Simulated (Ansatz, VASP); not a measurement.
**TaAs in VASP and in Ansatz**

```
CELL_PARAMETERS angstrom
-1.71479 1.71479 5.79072
1.71479 -1.71479 5.79072
1.71479 1.71479 -5.79072
ATOMIC_POSITIONS crystal
Ta 0.50031 0.00031 0.50000
Ta 0.75031 0.75031 0.00000
As 0.08229 0.58229 0.50000
As 0.33229 0.33229 0.00000
```

Alike in both runs: functional PBEsol; k mesh 18 × 18 × 18; occupations fermi-dirac, width 0.15 eV; no spin polarisation.

Ansatz relaxed the structure, and its values are those at the end. VASP's run is a single point on that final structure, the one shown.

|  | VASP | Ansatz |
| --- | --- | --- |
| version | VASP 6.6.1 | Ansatz 0.2.0 |
| potentials or method | VASP PAW PBE potentials, release 64 (Ta_pv, As), cutoff 500 eV | scalar-relativistic, plane waves, PAW |
| valence electrons in the cell | 32 | 56 |

```csv
,VASP,Ansatz,Ansatz less VASP
gap on the k mesh at the Fermi level (eV),none,none,-
pressure (GPa),0.7,0.0,-0.66
```

VASP's potentials were made for PBE, not for PBEsol. A gap of «none» marks a metal or a gap that the smearing closes. VASP's potentials hold 32 valence electrons a cell and Ansatz's 56, so a difference there can come from the potentials and not from the codes.

Neither program's run includes spin-orbit coupling.
